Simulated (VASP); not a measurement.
A run of VASP 6.6.1:

File INCAR:

```
SYSTEM = GaSb
PREC     = Accurate       ! precision mode
ENCUT    = 520            ! plane-wave cutoff, eV
EDIFF    = 1E-8           ! SCF threshold, eV
ISMEAR   = -1             ! smearing method
SIGMA    = 0.08           ! smearing width, eV
LREAL    = .FALSE.        ! projectors in reciprocal space
LASPH    = .TRUE.         ! aspherical terms in the spheres
NELM     = 80             ! most SCF steps
ALGO     = Normal         ! electronic algorithm
ISIF     = 2              ! what is computed and relaxed
LWAVE    = .FALSE.        ! write WAVECAR
LCHARG   = .FALSE.        ! write CHGCAR
GGA      = PE             ! functional
LEFG     = .TRUE.       
NBANDS   = 16             ! bands
```

The input KPOINTS:

```
regular mesh
0
G
  9 9 9
  0 0 0
```

Contents of POSCAR:

```
GaSb
1.0
    0.0000000000      3.1080583490      3.1080583490
    3.1080583490      0.0000000000      3.1080583490
    3.1080583490      3.1080583490      0.0000000000
Ga Sb
1 1
Direct
    0.0000000000      0.0000000000      0.0000000000
    0.2500000000      0.2500000000      0.2500000000
```

Potentials or basis: VASP PAW PBE potentials, release 64 (Ga_d, Sb).

Command:

```bash
$ cat potpaw_PBE.64/Ga_d/POTCAR potpaw_PBE.64/Sb/POTCAR > POTCAR
$ mpirun -np 1 vasp_std > vasp.out
```

Hardware: 1 thread of Intel Xeon 6975P-C (shared host).

Problem. Estimate the wall time of this run.

Solution. It took 42 s on 1 thread of Intel Xeon 6975P-C (shared host), peak memory 0.22 GiB. Counts: scf iterations 16, k points 35.
